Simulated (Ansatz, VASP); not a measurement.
# LiCl in VASP and in Ansatz

File INCAR:

```
ALGO = Normal
EDIFF = 1E-7
ENCUT = 520
GGA = PS
ISIF = 2
ISMEAR = 0
LASPH = T
LCHARG = F
LREAL = F
LWAVE = F
NBANDS = 12
NELM = 100
PREC = Accurate
SIGMA = 0.05
```

KPOINTS

```
k-points
0
Gamma
  8 8 8
```

POSCAR

```
LiCl
1.0
    0.0000000000      2.5647600000      2.5647600000
    2.5647600000      0.0000000000      2.5647600000
    2.5647600000      2.5647600000      0.0000000000
Li Cl
1 1
Direct
    0.0000000000      0.0000000000      0.0000000000
    0.5000000000      0.5000000000      0.5000000000
```

Input for Ansatz:

```yaml
crystal:
  lattice:
    - [0.0, 2.56476, 2.56476]
    - [2.56476, 0.0, 2.56476]
    - [2.56476, 2.56476, 0.0]
  atoms:
    - { symbol: Li, position: [0.0, 0.0, 0.0] }
    - { symbol: Cl, position: [0.5, 0.5, 0.5] }
basis:
  ecutwfc: 420
kpoints:
  mp_grid: { grid: [8, 8, 8] }
hamiltonian:
  xc: pbesol
scf:
  occupations: { method: gaussian, width: 0.05 }
output:
  forces: true
  stress: true
  eigenvalues: true
```

Alike in both runs: task single point; functional PBEsol; k mesh 8 × 8 × 8; occupations gaussian, width 0.05 eV; no spin polarisation.

|  | VASP | Ansatz |
| --- | --- | --- |
| version | VASP 6.6.1 | Ansatz 0.2.0 |
| potentials or method | VASP PAW PBE potentials, release 64 (Li_sv, Cl), cutoff 520 eV | scalar-relativistic, plane waves, PAW |
| valence electrons in the cell | 10 | 10 |

VASP gave:

| Property | Result |
| --- | --- |
| gap on the k mesh at the Fermi level (eV) | 6.14 |
| least direct gap on the mesh (eV) | 6.14 |

Question: What did Ansatz give for the same quantities?

Answer: gap on the k mesh at the Fermi level (eV): 6.13; least direct gap on the mesh (eV): 6.13.

VASP's potentials were made for PBE, not for PBEsol.

Noted on VASP's run: the cutoff is short for stress, so the pressure is rough.
